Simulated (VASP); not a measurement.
Here is a VASP 6.6.1 calculation.

INCAR

```
SYSTEM = Ru
  PREC = Accurate
  ENCUT = 520
  EDIFF = 1E-7
  ISMEAR = 0
  SIGMA = 0.15
  LREAL = .False.
  LASPH = .True.
  NELM = 100
  ALGO = Fast
  ISIF = 2
  LWAVE = .False.
  LCHARG = .False.
  GGA = PS
  NBANDS = 21
```

The input KPOINTS:

```
Automatic mesh
0
Gamma
  18 18 10
  0 0 0
```

File POSCAR:

```
Ru
1.0
    2.5391000000      0.0000000000      0.0000000000
   -1.2695500000      2.1989251028      0.0000000000
    0.0000000000      0.0000000000      4.4565000000
Ru
2
Direct
    0.3333333333      0.6666666667      0.2500000000
    0.6666666667      0.3333333333      0.7500000000
```

Potentials or basis: VASP PAW PBE potentials, release 64 (Ru_pv).

The run is started by

```console
$ cat potpaw_PBE.64/Ru_pv/POTCAR > POTCAR
$ mpirun -np 1 vasp_std > vasp.out
```

**Question.** What does it give for the pressure?

**Answer.** 31.7 GPa.

**Question.** Estimate the band gap on the k mesh.

**Answer.** Zero (band 14 reaches 16.14 eV, above the bottom of band 15 at 12.85 eV).

Stress tensor (GPa, compression positive):
```
 53.56   0.00   0.00
  0.00  53.56   0.00
  0.00   0.00 -12.14
```

Caveat: the PAW data sets were made with another functional, which shifts forces and pressure a little.
